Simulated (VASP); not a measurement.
# Ag (P-3m1) in VASP: relaxation of cell and atoms with PBEsol

Aim: the relaxation of cell and atoms of Ag with PBEsol.

Everything below comes from runs of VASP 6.6.1. Logs are shortened: lines on timing, memory, paths and dates and some standing lists are left out, and cuts for length are marked.

## 1. The cell of the first run

It takes space group P-3m1 (No. 164, trigonal). The conventional cell has a = 2.867 Å, b = 2.867 Å, c = 18.761 Å, α = 90.00°, β = 90.00°, γ = 120.00°. Within 3.8 Å of Ag (site symmetry 3m) lie 12 Ag at 2.87 Å. Within 3.8 Å of Ag (site symmetry 3m) lie 12 Ag at 2.87 Å. Within 3.8 Å of Ag (site symmetry 3m) lie 12 Ag at 2.87 Å. Ag (site symmetry 3m) has 12 Ag at 2.87 Å within 3.8 Å.

## 2. Relaxation of cell and atoms, PBEsol

Input file INCAR:

```
PREC = Accurate
ENCUT = 600
EDIFF = 1E-6
ISMEAR = 0
SIGMA = 0.1
LREAL = F
LASPH = T
NELM = 60
ALGO = Fast
ISIF = 3
LWAVE = F
LCHARG = F
GGA = PS
IBRION = 2
NSW = 65
EDIFFG = -0.01
LUSENCCL = F
```

Input file KPOINTS:

```
regular mesh
0
Gamma
  18 18 3
```

Input file POSCAR:

```
Ag
1.0
    2.8671798247      0.0000000000      0.0000000000
   -1.4335899123      2.4830505654      0.0000000000
    0.0000000000      0.0000000000     18.7612875033
Ag
8
Direct
    0.0000000000      0.0000000000      0.0000000000
    0.3333333333      0.6666666667      0.1250000000
    0.0000000000      0.0000000000      0.2500000000
    0.3333333333      0.6666666667      0.3750000000
    0.6666666667      0.3333333333      0.5000000000
    0.3333333333      0.6666666667      0.6250000000
    0.0000000000      0.0000000000      0.7500000000
    0.6666666667      0.3333333333      0.8750000000
```

Potentials or basis: VASP PAW PBE potentials, release 64 (Ag).

Started as:

```console
$ cat potpaw_PBE.64/Ag/POTCAR > POTCAR
$ mpirun -np 1 vasp_std > vasp.out
```

OUTCAR:

```text
PREC = Accurate
   ENCUT = 600
   EDIFF = 1E-6
   ISMEAR = 0
   LREAL = F
   LASPH = T
   NELM = 60
   ISIF = 3
   GGA = PS
   IBRION = 2
   NSW = 65
   EDIFFG = -0.01

 ion  position               nearest neighbor table
   1  0.000  0.000  0.000-   2 2.87   8 2.87   2 2.87   8 2.87   8 2.87   2 2.87
   2  0.333  0.667  0.125-   1 2.87   3 2.87   1 2.87   3 2.87   1 2.87   3 2.87
   3  0.000  0.000  0.250-   2 2.87   4 2.87   2 2.87   4 2.87   2 2.87   4 2.87
   4  0.333  0.667  0.375-   3 2.87   5 2.87   5 2.87   3 2.87   3 2.87   5 2.87
   5  0.667  0.333  0.500-   4 2.87   6 2.87   4 2.87   6 2.87   4 2.87   6 2.87
   6  0.333  0.667  0.625-   7 2.87   5 2.87   5 2.87   7 2.87   7 2.87   5 2.87
   7  0.000  0.000  0.750-   6 2.87   8 2.87   6 2.87   8 2.87   8 2.87   6 2.87
   8  0.667  0.333  0.875-   1 2.87   7 2.87   1 2.87   7 2.87   1 2.87   7 2.87

  LATTYP: Found a hexagonal cell.
 ALAT       =     2.8671798247
 C/A-ratio  =     6.5434638392

  Lattice vectors:

 A1 = (   2.8671798247,   0.0000000000,   0.0000000000)
 A2 = (  -1.4335899123,   2.4830505654,   0.0000000000)
 A3 = (   0.0000000000,   0.0000000000,  18.7612875033)

Analysis of symmetry for initial positions (statically):
=====================================================================
 Subroutine PRICEL returns:
 Original cell was already a primitive cell.

 Routine SETGRP: Setting up the symmetry group for a
 hexagonal supercell.

 Subroutine GETGRP returns: Found 12 space group operations
 (whereof  6 operations were pure point group operations)
 out of a pool of 24 trial point group operations.

The static configuration has the point symmetry C_3v.
 The point group associated with its full space group is D_3d.

Analysis of symmetry for dynamics (positions and initial velocities):
=====================================================================
 Subroutine PRICEL returns:
 Original cell was already a primitive cell.

 Routine SETGRP: Setting up the symmetry group for a
 hexagonal supercell.

 Subroutine GETGRP returns: Found 12 space group operations
 (whereof  6 operations were pure point group operations)
 out of a pool of 24 trial point group operations.

The dynamic configuration has the point symmetry C_3v.
 The point group associated with its full space group is D_3d.

 Subroutine INISYM returns: Found 12 space group operations
 (whereof  6 operations are pure point group operations),
 and found     1 'primitive' translations

----------------------------------------------------------------------------------------

                                     Primitive cell

  volume of cell :     133.5682

  direct lattice vectors                    reciprocal lattice vectors
     2.867179825  0.000000000  0.000000000     0.348774776  0.201365211 -0.000000000
    -1.433589912  2.483050565  0.000000000     0.000000000  0.402730421  0.000000000
     0.000000000  0.000000000 18.761287503     0.000000000 -0.000000000  0.053301246

  length of vectors
     2.867179825  2.867179825 18.761287503     0.402730421  0.402730421  0.053301246

  position of ions in fractional coordinates (direct lattice)
     0.000000000  0.000000000  0.000000000
     0.333333333  0.666666667  0.125000000
     0.000000000  0.000000000  0.250000000
     0.333333333  0.666666667  0.375000000
     0.666666667  0.333333333  0.500000000
     0.333333333  0.666666667  0.625000000
     0.000000000  0.000000000  0.750000000
     0.666666667  0.333333333  0.875000000

  ion indices of the primitive-cell ions
   primitive index   ion index
                 1           1
                 2           2
                 3           3
                 4           4
                 5           5
                 6           6
                 7           7
                 8           8

----------------------------------------------------------------------------------------

 KPOINTS: regular mesh

Automatic generation of k-mesh.
 Grid dimensions read from file:
 generate k-points for:   18   18    3

 Generating k-lattice:

  Cartesian coordinates                     Fractional coordinates (reciprocal lattice)
     0.019376376  0.011186956 -0.000000000     0.055555556  0.000000000  0.000000000
     0.000000000  0.022373912  0.000000000     0.000000000  0.055555556  0.000000000
     0.000000000 -0.000000000  0.017767082     0.000000000  0.000000000  0.333333333

  Length of vectors
     0.022373912  0.022373912  0.017767082

  Shift w.r.t. Gamma in fractional coordinates (k-lattice)
     0.000000000  0.000000000  0.000000000

 Subroutine IBZKPT returns following result:
 ===========================================

 Found    101 irreducible k-points:

 Following reciprocal coordinates:
            Coordinates               Weight
  0.000000  0.000000  0.000000      1.000000
  0.055556  0.000000  0.000000      6.000000
  0.111111  0.000000  0.000000      6.000000
  0.166667  0.000000  0.000000      6.000000
  0.222222  0.000000  0.000000      6.000000
  0.277778  0.000000  0.000000      6.000000
[... 16 lines left out ...]
  0.333333  0.111111  0.000000     12.000000
  0.388889  0.111111  0.000000     12.000000
 [... further k-points ...]
   k-points           NKPTS =    101   k-points in BZ     NKDIM =    101   number of bands    NBANDS=     52
   number of dos      NEDOS =    301   number of ions     NIONS =      8
   total plane-waves  NPLWV =  86400
   dimension x,y,z NGX =    24 NGY =   24 NGZ =  150
   dimension x,y,z NGXF=    48 NGYF=   48 NGZF=  300
   ions per type =               8
   NGX,Y,Z   is equivalent  to a cutoff of  13.92, 13.92, 13.29 a.u.
   NGXF,Y,Z  is equivalent  to a cutoff of  27.83, 27.83, 26.58 a.u.
 SYSTEM =  unknown system
   PREC   = accura    normal or accurate (medium, high low for compatibility)
   ISTART =      0    job   : 0-new  1-cont  2-samecut
   ICHARG =      2    charge: 1-file 2-atom 10-const
   ISPIN  =      1    spin polarized calculation?
   LNONCOLLINEAR =      F non collinear calculations
   LSORBIT =      F    spin-orbit coupling
   LASPH  =      T    aspherical Exc in radial PAW
   ENCUT  =  600.0 eV  44.10 Ry    6.64 a.u.   5.73  5.73 37.47*2*pi/ulx,y,z
   NELM   =     60;   NELMIN=  2; NELMDL= -5     # of ELM steps
   EDIFF  = 0.1E-05   stopping-criterion for ELM
   LREAL  =      F    real-space projection
   EDIFFG = -.1E-01   stopping-criterion for IOM
   NSW    =     65    number of steps for IOM
   IBRION =      2    ionic relax: 0-MD 1-quasi-New 2-CG
   NFREE  =      1    steps in history (QN), initial steepest desc. (CG)
   ISIF   =      3    stress and relaxation
   ISYM   =      2    0-nonsym 1-usesym 2-fastsym
   POTIM  = 0.5000    time-step for ionic-motion
   TEBEG  =    0.0;   TEEND  =   0.0 temperature during run
   PSTRESS=    0.0 pullay stress
   NELECT =      88.0000    total number of electrons
   NUPDOWN=      -1.0000    fix difference up-down
   EMIN   =  10.00;   EMAX   =-10.00  energy-range for DOS
   EFERMI =   0.00;   METHOD = LEGACY
   ISMEAR =     0;   SIGMA  =   0.10  broadening in eV -4-tet -1-fermi 0-gaus
   EFERMI_NEDOS =   21; number of points for ismear=-14 and -15
   IALGO  =     68    algorithm
   IMIX   =      4    mixing-type and parameters
     AMIX     =   0.40;   BMIX     =  1.00
     AMIX_MAG =   1.60;   BMIX_MAG =  1.00
  volume/ion in A,a.u.               =      16.70       112.67
  Fermi-wavevector in a.u.,A,eV,Ry     =   1.424518  2.691949 27.609652  2.029252
  Thomas-Fermi vector in A             =   2.545001
   LORBIT       =      0    0 simple, 1 ext, 2 COOP (PROOUT), +10 PAW based schemes
   GGA     = PS    functional components
   LHFCALC =     F    Hartree Fock is set to
   AEXX    =    0.0000 exact exchange contribution
   IVDW    =     0    specifies the selected vdW correction
   LEPSILON=     F    determine dielectric tensor
   LRPA    =     F    only Hartree local field effects (RPA)
 conjugate gradient relaxation of ions
 non-spin polarized calculation
 RMM-DIIS sequential band-by-band and
 Gauss-broadening in eV      SIGMA  =   0.10
  energy-cutoff  :      600.00
  volume of cell :      133.57
 maximum number of plane-waves:      4500
 NGX is ok and might be reduce to    24
   NGX = 11   NGY = 11   NGZ = 75

--------------------------------------- Ionic step        1  -------------------------------------------

 number of electron      87.9999982 magnetization

 Free energy of the ion-electron system (eV)
  ---------------------------------------------------
  ext. energy  EPLUGINS =         0.00000000
  ---------------------------------------------------
  free energy    TOTEN  =       -26.45673318 eV

  energy without entropy =      -26.44467089  energy(sigma->0) =      -26.45070203

------------------------ aborting loop because EDIFF is reached ----------------------------------------

  FORCE on cell =-STRESS in cart. coord.  units (eV):
  Direction    XX          YY          ZZ          XY          YZ          ZX
  --------------------------------------------------------------------------------------
  -------------------------------------------------------------------------------------
  Total       -0.3072177     -0.3072177     -0.4228354     -0.0000000      0.0000000      0.0000000
  in kB       -3.6851378     -3.6851378     -5.0719947     -0.0000000      0.0000000      0.0000000
  external PRESSURE =      -4.1474234 kB  Pullay stress =       0.0000000 kB
[... 153 lines left out ...]
  energy  without entropy=      -26.4453310949  energy(sigma->0) =      -26.45133923

--------------------------------------- Ionic step        5  -------------------------------------------

 number of electron      87.9999982 magnetization

 Free energy of the ion-electron system (eV)
  ---------------------------------------------------
  ext. energy  EPLUGINS =         0.00000000
  ---------------------------------------------------
  free energy    TOTEN  =       -26.45738782 eV

  energy without entropy =      -26.44536256  energy(sigma->0) =      -26.45137519

 E-fermi :   8.5253     XC(G=0): -12.5570

 val. band max:        8.4723973944   @ k =   0.2222   0.2222   0.0000
 cond. band min:       8.5338671069   @ k =   0.2778   0.0556   0.3333
 fundamental gap:      0.0614697125
 Fermi energy:         8.5252518727

 k-point     1 :       0.0000    0.0000    0.0000
  band No.  band energies     occupation
      1       0.5611      2.00000
      2       1.0413      2.00000
      3       1.0417      2.00000
      4       1.9918      2.00000
      5       1.9920      2.00000
      6       2.0235      2.00000
[... 1309 lines left out ...]
     51      13.8234      0.00000
     52      14.2193      0.00000

 [... further k-points ...]

------------------------ aborting loop because EDIFF is reached ----------------------------------------

  FORCE on cell =-STRESS in cart. coord.  units (eV):
  Direction    XX          YY          ZZ          XY          YZ          ZX
  --------------------------------------------------------------------------------------
  -------------------------------------------------------------------------------------
  Total        0.0053405      0.0053405     -0.0437620      0.0000000     -0.0000000     -0.0000000
  in kB        0.0642699      0.0642699     -0.5266497      0.0000000     -0.0000000     -0.0000000
  external PRESSURE =      -0.1327033 kB  Pullay stress =       0.0000000 kB
[... 23 lines left out ...]
  FREE ENERGIE OF THE ION-ELECTRON SYSTEM (eV)
  ---------------------------------------------------
  free  energy   TOTEN  =       -26.4573878163 eV

  energy  without entropy=      -26.4453625586  energy(sigma->0) =      -26.45137519

 reached required accuracy - stopping structural energy minimisation
```

Run time: 25 min. Hardware: 1 × NVIDIA H100 80GB with 1 thread of AMD EPYC 7R13 (Zen 3), shared host; peak memory 1.7 GiB.

What came out:

* Free energy: -26.4574 eV
* Relaxed volume: 16.64 Å³/atom
* Relaxed cell: a = 2.865 Å, b = 2.865 Å, c = 18.731 Å, α = 90.00°, β = 90.00°, γ = 120.00°
* Space group after relaxing (to 0.1 Å): P-3m1 (No. 164)
* Energy gained by relaxing: 0.1 meV/atom
* Ionic steps: 5
* Pressure after relaxing: 0.0 GPa
* Largest force after relaxing: 0.007 eV/Å
* Band gap on the k mesh: zero (bands 44 and 45 overlap by 6.53 eV)

Forces on the atoms (eV/Å):
```
Ag   0.000  0.000 -0.003
Ag   0.000  0.000 -0.007
Ag   0.000  0.000  0.007
Ag   0.000  0.000  0.003
Ag   0.000  0.000  0.003
Ag   0.000  0.000  0.007
Ag   0.000  0.000 -0.007
Ag   0.000  0.000 -0.003
```

The path:
| step | energy change (eV) | largest force (eV/Å) | pressure (GPa) | volume (Å³) |
| --- | --- | --- | --- | --- |
| 1 | 0.0000 | 0.0168 | -0.41 | 133.57 |
| 2 | -0.0002 | 0.0094 | 0.28 | 132.73 |
| 3 | -0.0006 | 0.0133 | 0.03 | 133.12 |
| 4 | -0.0006 | 0.0133 | -0.01 | 133.13 |
| 5 | -0.0007 | 0.0073 | -0.01 | 133.13 |

Final structure:
```yaml
crystal:
  lattice:
    - [2.86482, 0.00000, 0.00000]
    - [-1.43241, 2.48100, 0.00000]
    - [0.00000, 0.00000, 18.73106]
  atoms:
    - { symbol: Ag, position: [0.00000, 0.00000, 0.99999] }
    - { symbol: Ag, position: [0.33333, 0.66667, 0.12495] }
    - { symbol: Ag, position: [0.00000, 0.00000, 0.25005] }
    - { symbol: Ag, position: [0.33333, 0.66667, 0.37501] }
    - { symbol: Ag, position: [0.66667, 0.33333, 0.50001] }
    - { symbol: Ag, position: [0.33333, 0.66667, 0.62505] }
    - { symbol: Ag, position: [0.00000, 0.00000, 0.74995] }
    - { symbol: Ag, position: [0.66667, 0.33333, 0.87499] }
```

Levels at points of the mesh, in eV from the Fermi level:
```tsv
k point	band 43	band 44	band 45	band 46	band 47	band 48
(0.00, 0.00, 0.00)	-3.10	-2.95	-2.95	-2.54	-2.54	-0.49
(0.50, 0.00, 0.00)	0.24	0.90	0.93	1.44	1.45	1.61
```

Caveat: the PAW data sets were made with another functional, which shifts forces and pressure a little.

The gap in the log of VASP goes by the Fermi energy; the results here count the filled bands.